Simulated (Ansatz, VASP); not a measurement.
## Two plane-wave programs on Fe

```
Fe
1.0
    -1.36502    1.36502    1.36502
     1.36502   -1.36502    1.36502
     1.36502    1.36502   -1.36502
Fe
1
Direct
  0.00000 0.00000 0.00000
```

Alike in both runs: task single point; functional r2SCAN; k mesh 10 × 10 × 10; occupations fermi-dirac, width 0.1 eV; no spin polarisation.

```csv
,VASP,Ansatz
version,VASP 6.6.1,Ansatz 0.2.0
potentials or method,"VASP PAW PBE potentials, release 64 (Fe), cutoff 660 eV","plane waves (500 eV) with PAW, scalar-relativistic"
valence electrons in the cell,8,16
```

Ansatz gave:

| Property | Result |
| --- | --- |
| pressure (GPa) | 0.1 |

**Question.** What did VASP give for the same quantities?

**Answer.** Pressure (GPa): 0.7.

VASP's potentials were made for PBE, not for r2SCAN. The functional is the same, so the differences come from potentials, cutoffs and numerics. VASP's potentials hold 8 valence electrons a cell and Ansatz's 16, so a difference there can come from the potentials and not from the codes.
